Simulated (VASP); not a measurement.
**Cd7S6 (a cell with a defect): single point with PBE**

The system is Cd7S6 (a cell with a defect).

```
Cd S
1.0
     0.00000    0.00000    6.83073
    -6.29598   -3.63498    0.00000
     6.29598   -3.63498    0.00000
Cd S
7 6
Direct
  0.50287 0.31578 0.31535
  0.50294 0.99915 0.68208
  0.50292 0.68252 0.99872
  0.99457 0.34771 0.99871
  0.99456 0.99915 0.34725
  0.99455 0.65057 0.65012
  0.20441 0.99913 0.99869
  0.87303 0.32804 0.32760
  0.87309 0.99915 0.66979
  0.87307 0.67024 0.99870
  0.37989 0.35877 0.99871
  0.37989 0.99914 0.35835
  0.37988 0.63953 0.63910
```

This cell differs from its parent crystal: with an interstitial atom, then relaxed in part.

* Program: VASP 6.6.1
* Task: single point
* Functional: PBE
* Potentials or basis: VASP PAW PBE potentials, release 64 (Cd, S)
* Cutoff: 520 eV
* k mesh: 2 × 2 × 2
* Occupations: gaussian, width 0.02 eV
* Spin: no spin polarisation
* Dipole correction: no
* Further INCAR settings: ALGO = Normal; EDIFF = 1e-06; NBANDS = 72

```
Pressure               : 4.5 GPa
Largest force          : 0.013 eV/Å
Band gap on the k mesh : 0.48 eV
```

Forces in eV/Å, atoms in the order of the input:
```
Cd   0.000  0.003  0.000
Cd   0.003 -0.002  0.000
Cd  -0.003 -0.002  0.000
Cd  -0.007 -0.004  0.001
Cd   0.007 -0.004  0.001
Cd   0.000  0.009  0.001
Cd   0.000  0.000  0.001
S    0.000  0.013  0.002
S    0.011 -0.006  0.002
S   -0.011 -0.006  0.002
S   -0.002 -0.001 -0.003
S    0.002 -0.001 -0.003
S    0.000  0.003 -0.003
```

Stress tensor (GPa, compression positive):
```
4.78 0.00 0.00
0.00 4.78 0.00
0.00 0.00 4.00
```

Levels at points of the mesh, in eV from the valence-band top:
```
           k point  band 58  band 59  band 60  band 61  band 62  band 63
(0.00, 0.00, 0.00)    -1.72    -1.72    -1.37     0.48     1.25     2.80
(0.50, 0.00, 0.00)    -1.96    -1.96    -0.09     0.68     1.95     1.95
(0.00, 0.50, 0.00)    -2.24    -2.19     0.00     1.17     1.45     1.87
(0.00, 0.00, 0.50)    -2.24    -2.19     0.00     1.17     1.45     1.87
(0.00, 0.50, 0.50)    -2.24    -2.19     0.00     1.17     1.45     1.87
(0.50, 0.50, 0.00)    -2.80    -2.52    -0.27     1.28     1.70     1.92
(0.50, 0.00, 0.50)    -2.80    -2.52    -0.27     1.28     1.70     1.92
(0.50, 0.50, 0.50)    -2.80    -2.52    -0.27     1.28     1.70     1.92
```

Run time: 8.9 min on 1 thread of Intel Xeon 8259CL, on a shared host, peak memory 0.43 GiB.

Caveat: the k points lie up to 0.50 Å⁻¹ apart; the cell differs from its parent crystal (with an interstitial atom, then relaxed in part); semilocal functionals underestimate gaps, and a narrow one can read as zero.
